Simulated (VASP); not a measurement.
Runs of VASP 6.6.1 on BN. The structure is that of space group P6_3mc (No. 186), or close to it. The cells are those of the table. 

```tsv
cell	gap on the mesh (eV)	pressure (GPa)	largest force (eV/Å)
a = 2.429, b = 2.429, c = 4.208 Å, angles 90.0, 90.0, 120.0°, 4 atoms	5.37	45.2	(b)
a = 2.678, b = 2.678, c = 4.208 Å, angles 90.0, 90.0, 120.0°, 4 atoms	5.98	-31.2	(d)
a = 2.658, b = 2.658, c = 4.208 Å, angles 90.0, 90.0, 120.0°, 4 atoms	5.95	-27.6	0.04
a = 2.582, b = 2.582, c = 4.208 Å, angles 90.0, 90.0, 120.0°, 4 atoms	5.81	-9.9	0.01
a = 2.697, b = 2.697, c = 4.208 Å, angles 90.0, 90.0, 120.0°, 4 atoms	6.00	(c)	(a)
```

Alike in all rows: task single point; level r2SCAN; potentials or basis VASP PAW PBE potentials, release 64 (B, N); no spin polarisation; k mesh 12 × 12 × 6; cutoff (eV) 520; smearing gaussian 0.05 eV.

Q: Estimate the missing entries.

A: (a) 0.10; (b) 0.22; (c) -34.6; (d) 0.07.

Caveats: the PAW data sets were made with another functional, which shifts forces and pressure a little.

A k mesh can miss the band edges.
